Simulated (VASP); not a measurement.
# TiO2 (I4_1/amd) in VASP: relaxation of cell and atoms with PBE

Aim: the relaxation of cell and atoms of TiO2 with PBE.

Program: VASP 6.6.1. These are calculated values, not measurements. Logs are shortened: lines on timing, memory, paths and dates and some standing lists are left out, and cuts for length are marked.

## Step 1: The cell of the first run

The structure is tetragonal, space group I4_1/amd (No. 141). Conventional cell: a = 3.783 Å, b = 3.783 Å, c = 9.615 Å, α = 90.00°, β = 90.00°, γ = 90.00°. Ti (site symmetry -4m2) has 6 O at 1.94 to 1.99 Å within 2.6 Å. O (site symmetry 2mm) has 3 Ti at 1.94 to 1.99 Å and 2 O at 2.46 Å within 2.6 Å.

## Step 2: Relaxation of cell and atoms, PBE

Input file INCAR:

```
PREC = Accurate
ENCUT = 600
EDIFF = 1E-6
ISMEAR = 0
SIGMA = 0.01
LREAL = False
LASPH = True
NELM = 100
ALGO = Normal
ISIF = 3
LWAVE = False
LCHARG = False
GGA = PE
IBRION = 2
NSW = 80
EDIFFG = -0.005
```

Input file KPOINTS:

```
regular mesh
0
Gamma
  10 10 10
```

Input file POSCAR:

```
TiO2
1.0
   -1.8912698000      1.8912698000      4.8075108000
    1.8912698000     -1.8912698000      4.8075108000
    1.8912698000      1.8912698000     -4.8075108000
Ti O
2 4
Direct
    0.0000000000      0.0000000000      0.0000000000
    0.7500000000      0.2500000000      0.5000000000
    0.9571521200      0.4571521200      0.5000000000
    0.2071521200      0.2071521200      0.0000000000
    0.5428478800      0.0428478800      0.5000000000
    0.7928478800      0.7928478800      0.0000000000
```

Potentials or basis: VASP PAW PBE potentials, release 64 (Ti_sv, O).

On the command line:

```sh
> cat potpaw_PBE.64/Ti_sv/POTCAR potpaw_PBE.64/O/POTCAR > POTCAR
> mpirun -np 1 vasp_std > vasp.out
```

OUTCAR:

```text
PREC = Accurate
   ENCUT = 600
   EDIFF = 1E-6
   ISMEAR = 0
   LREAL = False
   LASPH = True
   NELM = 100
   ISIF = 3
   GGA = PE
   IBRION = 2
   NSW = 80
   EDIFFG = -0.005

 ion  position               nearest neighbor table
   1  0.000  0.000  0.000-   5 1.94   3 1.94   5 1.94   3 1.94   4 1.99   6 1.99
   2  0.750  0.250  0.500-   6 1.94   4 1.94   6 1.94   4 1.94   3 1.99   5 1.99
   3  0.957  0.457  0.500-   1 1.94   1 1.94   2 1.99
   4  0.207  0.207  0.000-   2 1.94   2 1.94   1 1.99
   5  0.543  0.043  0.500-   1 1.94   1 1.94   2 1.99
   6  0.793  0.793  0.000-   2 1.94   2 1.94   1 1.99

  LATTYP: Found a body centered tetragonal cell.
 ALAT       =     3.7825396000
 C/A-ratio  =     2.5419486950

  Lattice vectors:

 A1 = (  -1.8912698000,   1.8912698000,   4.8075108000)
 A2 = (   1.8912698000,  -1.8912698000,   4.8075108000)
 A3 = (   1.8912698000,   1.8912698000,  -4.8075108000)

Analysis of symmetry for initial positions (statically):
=====================================================================
 Subroutine PRICEL returns:
 Original cell was already a primitive cell.

 Routine SETGRP: Setting up the symmetry group for a
 body centered tetragonal supercell.

 Subroutine GETGRP returns: Found 16 space group operations
 (whereof  8 operations were pure point group operations)
 out of a pool of 16 trial point group operations.

The static configuration has the point symmetry D_2d.
 The point group associated with its full space group is D_4h.

Analysis of symmetry for dynamics (positions and initial velocities):
=====================================================================
 Subroutine PRICEL returns:
 Original cell was already a primitive cell.

 Routine SETGRP: Setting up the symmetry group for a
 body centered tetragonal supercell.

 Subroutine GETGRP returns: Found 16 space group operations
 (whereof  8 operations were pure point group operations)
 out of a pool of 16 trial point group operations.

The dynamic configuration has the point symmetry D_2d.
 The point group associated with its full space group is D_4h.

 Subroutine INISYM returns: Found 16 space group operations
 (whereof  8 operations are pure point group operations),
 and found     1 'primitive' translations

----------------------------------------------------------------------------------------

                                     Primitive cell

  volume of cell :      68.7840

  direct lattice vectors                    reciprocal lattice vectors
    -1.891269800  1.891269800  4.807510800     0.000000000  0.264372645  0.104003927
     1.891269800 -1.891269800  4.807510800     0.264372645  0.000000000  0.104003927
     1.891269800  1.891269800 -4.807510800     0.264372645  0.264372645  0.000000000

  length of vectors
     5.501450991  5.501450991  5.501450991     0.284094548  0.284094548  0.373879381

  position of ions in fractional coordinates (direct lattice)
     0.000000000  0.000000000  0.000000000
     0.750000000  0.250000000  0.500000000
     0.957152120  0.457152120  0.500000000
     0.207152120  0.207152120  0.000000000
     0.542847880  0.042847880  0.500000000
     0.792847880  0.792847880  0.000000000

  ion indices of the primitive-cell ions
   primitive index   ion index
                 1           1
                 2           2
                 3           3
                 4           4
                 5           5
                 6           6

----------------------------------------------------------------------------------------

 KPOINTS: regular mesh

Automatic generation of k-mesh.
 Grid dimensions read from file:
 generate k-points for:   10   10   10

 Generating k-lattice:

  Cartesian coordinates                     Fractional coordinates (reciprocal lattice)
     0.000000000  0.026437265  0.010400393     0.100000000 -0.000000000  0.000000000
     0.026437265  0.000000000  0.010400393    -0.000000000  0.100000000  0.000000000
     0.026437265  0.026437265  0.000000000     0.000000000  0.000000000  0.100000000

  Length of vectors
     0.028409455  0.028409455  0.037387938

  Shift w.r.t. Gamma in fractional coordinates (k-lattice)
     0.000000000  0.000000000  0.000000000

 Subroutine IBZKPT returns following result:
 ===========================================

 Found    102 irreducible k-points:

 Following reciprocal coordinates:
            Coordinates               Weight
  0.000000  0.000000  0.000000      1.000000
  0.100000  0.000000 -0.000000      8.000000
  0.200000  0.000000 -0.000000      8.000000
  0.300000  0.000000 -0.000000      8.000000
  0.400000  0.000000 -0.000000      8.000000
  0.500000  0.000000 -0.000000      4.000000
[... 16 lines left out ...]
  0.300000  0.300000 -0.000000      8.000000
  0.400000  0.300000 -0.000000     16.000000
 [... further k-points ...]
   k-points           NKPTS =    102   k-points in BZ     NKDIM =    102   number of bands    NBANDS=     28
   number of dos      NEDOS =    301   number of ions     NIONS =      6
   total plane-waves  NPLWV = 110592
   dimension x,y,z NGX =    48 NGY =   48 NGZ =   48
   dimension x,y,z NGXF=    96 NGYF=   96 NGZF=   96
   ions per type =               2   4
   NGX,Y,Z   is equivalent  to a cutoff of  14.50, 14.50, 14.50 a.u.
   NGXF,Y,Z  is equivalent  to a cutoff of  29.01, 29.01, 29.01 a.u.
 SYSTEM =  unknown system
   PREC   = accura    normal or accurate (medium, high low for compatibility)
   ISTART =      0    job   : 0-new  1-cont  2-samecut
   ICHARG =      2    charge: 1-file 2-atom 10-const
   ISPIN  =      1    spin polarized calculation?
   LNONCOLLINEAR =      F non collinear calculations
   LSORBIT =      F    spin-orbit coupling
   LASPH  =      T    aspherical Exc in radial PAW
   ENCUT  =  600.0 eV  44.10 Ry    6.64 a.u.  10.99 10.99 10.99*2*pi/ulx,y,z
   NELM   =    100;   NELMIN=  2; NELMDL= -5     # of ELM steps
   EDIFF  = 0.1E-05   stopping-criterion for ELM
   LREAL  =      F    real-space projection
   EDIFFG = -.5E-02   stopping-criterion for IOM
   NSW    =     80    number of steps for IOM
   IBRION =      2    ionic relax: 0-MD 1-quasi-New 2-CG
   NFREE  =      1    steps in history (QN), initial steepest desc. (CG)
   ISIF   =      3    stress and relaxation
   ISYM   =      2    0-nonsym 1-usesym 2-fastsym
   POTIM  = 0.5000    time-step for ionic-motion
   TEBEG  =    0.0;   TEEND  =   0.0 temperature during run
   PSTRESS=    0.0 pullay stress
   NELECT =      48.0000    total number of electrons
   NUPDOWN=      -1.0000    fix difference up-down
   EMIN   =  10.00;   EMAX   =-10.00  energy-range for DOS
   EFERMI =   0.00;   METHOD = LEGACY
   ISMEAR =     0;   SIGMA  =   0.01  broadening in eV -4-tet -1-fermi 0-gaus
   EFERMI_NEDOS =   21; number of points for ismear=-14 and -15
   IALGO  =     38    algorithm
   IMIX   =      4    mixing-type and parameters
     AMIX     =   0.40;   BMIX     =  1.00
     AMIX_MAG =   1.60;   BMIX_MAG =  1.00
  volume/ion in A,a.u.               =      11.46        77.36
  Fermi-wavevector in a.u.,A,eV,Ry     =   1.452088  2.744048 28.688681  2.108559
  Thomas-Fermi vector in A             =   2.569510
   LORBIT       =      0    0 simple, 1 ext, 2 COOP (PROOUT), +10 PAW based schemes
   GGA     = PE    functional components
   LHFCALC =     F    Hartree Fock is set to
   AEXX    =    0.0000 exact exchange contribution
   IVDW    =     0    specifies the selected vdW correction
   LEPSILON=     F    determine dielectric tensor
   LRPA    =     F    only Hartree local field effects (RPA)
 conjugate gradient relaxation of ions
 non-spin polarized calculation
 Gauss-broadening in eV      SIGMA  =   0.01
  energy-cutoff  :      600.00
  volume of cell :       68.78
 maximum number of plane-waves:      2315
 NGX is ok and might be reduce to    48
   NGX = 21   NGY = 21   NGZ = 21

--------------------------------------- Ionic step        1  -------------------------------------------

 number of electron      47.9999998 magnetization

 Free energy of the ion-electron system (eV)
  ---------------------------------------------------
  ext. energy  EPLUGINS =         0.00000000
  ---------------------------------------------------
  free energy    TOTEN  =       -53.85499969 eV

  energy without entropy =      -53.85499969  energy(sigma->0) =      -53.85499969

------------------------ aborting loop because EDIFF is reached ----------------------------------------

  FORCE on cell =-STRESS in cart. coord.  units (eV):
  Direction    XX          YY          ZZ          XY          YZ          ZX
  --------------------------------------------------------------------------------------
  -------------------------------------------------------------------------------------
  Total        1.6650963      1.6650963      1.7353934      0.0000000     -0.0000000      0.0000000
  in kB       38.7849028     38.7849028     40.4223244      0.0000000     -0.0000000      0.0000000
  external PRESSURE =      39.3307100 kB  Pullay stress =       0.0000000 kB
[... 101 lines left out ...]
  FREE ENERGIE OF THE ION-ELECTRON SYSTEM (eV)
  ---------------------------------------------------
  free  energy   TOTEN  =       -53.8698667139 eV

  energy  without entropy=      -53.8698667139  energy(sigma->0) =      -53.86986671

[... ionic steps 4 to 13 ...]

--------------------------------------- Ionic step       14  -------------------------------------------

 number of electron      47.9999998 magnetization

------------------------ aborting loop because EDIFF is reached ----------------------------------------

  FORCE on cell =-STRESS in cart. coord.  units (eV):
  Direction    XX          YY          ZZ          XY          YZ          ZX
  --------------------------------------------------------------------------------------
  -------------------------------------------------------------------------------------
  Total       -0.0315872     -0.0315872     -0.0452459      0.0000000      0.0000000      0.0000000
  in kB       -0.7211270     -0.7211270     -1.0329520      0.0000000      0.0000000      0.0000000
  external PRESSURE =      -0.8250686 kB  Pullay stress =       0.0000000 kB
[... 65 lines left out ...]
  energy  without entropy=      -53.8705260751  energy(sigma->0) =      -53.87052608

--------------------------------------- Ionic step       16  -------------------------------------------

 number of electron      47.9999998 magnetization

 Free energy of the ion-electron system (eV)
  ---------------------------------------------------
  ext. energy  EPLUGINS =         0.00000000
  ---------------------------------------------------
  free energy    TOTEN  =       -53.87053267 eV

  energy without entropy =      -53.87053267  energy(sigma->0) =      -53.87053267

 E-fermi :   3.2805     XC(G=0): -10.5802

 val. band max:        3.1197821707   @ k =  -0.4000   0.4000   0.0000
 cond. band min:       5.2266719466   @ k =   0.0000   0.0000   0.0000
 fundamental gap:      2.1068897759
 Fermi energy:         3.2804562635

 k-point     1 :       0.0000    0.0000    0.0000
  band No.  band energies     occupation
      1     -53.3466      2.00000
      2     -53.2962      2.00000
      3     -29.7725      2.00000
      4     -29.5559      2.00000
      5     -29.5559      2.00000
      6     -29.4951      2.00000
[... 733 lines left out ...]
     27       6.5358      0.00000
     28       6.6920      0.00000

 [... further k-points ...]
[... 5 lines left out ...]
  --------------------------------------------------------------------------------------
  -------------------------------------------------------------------------------------
  Total       -0.0066903     -0.0066903     -0.0256980      0.0000000      0.0000000      0.0000000
  in kB       -0.1527826     -0.1527826     -0.5868492      0.0000000      0.0000000      0.0000000
  external PRESSURE =      -0.2974715 kB  Pullay stress =       0.0000000 kB
[... 21 lines left out ...]
  FREE ENERGIE OF THE ION-ELECTRON SYSTEM (eV)
  ---------------------------------------------------
  free  energy   TOTEN  =       -53.8705326659 eV

  energy  without entropy=      -53.8705326659  energy(sigma->0) =      -53.87053267

 reached required accuracy - stopping structural energy minimisation
```

Wall time 32 min (1 thread of AMD EPYC 9R45 (Zen 5), shared host); peak memory 0.45 GiB.

What came out:

```yaml
Free_energy: -53.8705 eV
Relaxed_volume: 11.69 Å³/atom
Relaxed_cell: a = 5.549 Å, b = 5.549 Å, c = 5.549 Å, α = 139.93°, β = 139.93°, γ = 57.96°
Space_group_after_relaxing_to_0.1_Å: I4_1/amd (No. 141)
Energy_gained_by_relaxing: 2.6 meV/atom
Ionic_steps: 16
Pressure_after_relaxing: 0.0 GPa
Band_gap_on_the_k_mesh: 2.11 eV (least direct gap 2.40 eV)
```

Step by step:
| step | energy change (eV) | largest force (eV/Å) | pressure (GPa) | volume (Å³) |
| --- | --- | --- | --- | --- |
| 1 | 0.0000 | 0.0665 | 3.93 | 68.78 |
| 2 | 0.0087 | 0.1949 | -4.44 | 71.62 |
| 3 | -0.0149 | 0.0533 | 0.03 | 70.02 |
| 4 | -0.0149 | 0.0509 | 0.09 | 69.99 |
| 5 | -0.0152 | 0.0142 | 0.09 | 70.04 |
| 6 | -0.0152 | 0.0051 | 0.08 | 70.05 |
| 7 | -0.0153 | 0.0072 | -0.02 | 70.12 |
| 8 | -0.0152 | 0.0157 | -0.53 | 70.32 |
| 9 | -0.0153 | 0.0115 | -0.31 | 70.21 |
| 10 | -0.0153 | 0.0107 | -0.27 | 70.19 |
| 11 | -0.0154 | 0.0095 | -0.24 | 70.19 |
| 12 | -0.0155 | 0.0069 | -0.17 | 70.18 |
| 13 | -0.0155 | 0.0015 | -0.06 | 70.18 |
| 14 | -0.0155 | 0.0031 | -0.08 | 70.18 |
| 15 | -0.0155 | 0.0023 | -0.08 | 70.18 |
| 16 | -0.0155 | 0.0008 | -0.03 | 70.16 |

Final structure:
```
Ti O
1.0
    -1.90092    1.90092    4.85396
     1.90092   -1.90092    4.85396
     1.90092    1.90092   -4.85396
Ti O
2 4
Direct
  0.00000 0.00000 0.00000
  0.75000 0.25000 0.50000
  0.95650 0.45650 0.50000
  0.20650 0.20650 0.00000
  0.54350 0.04350 0.50000
  0.79350 0.79350 0.00000
```

A k mesh can miss the band edges.
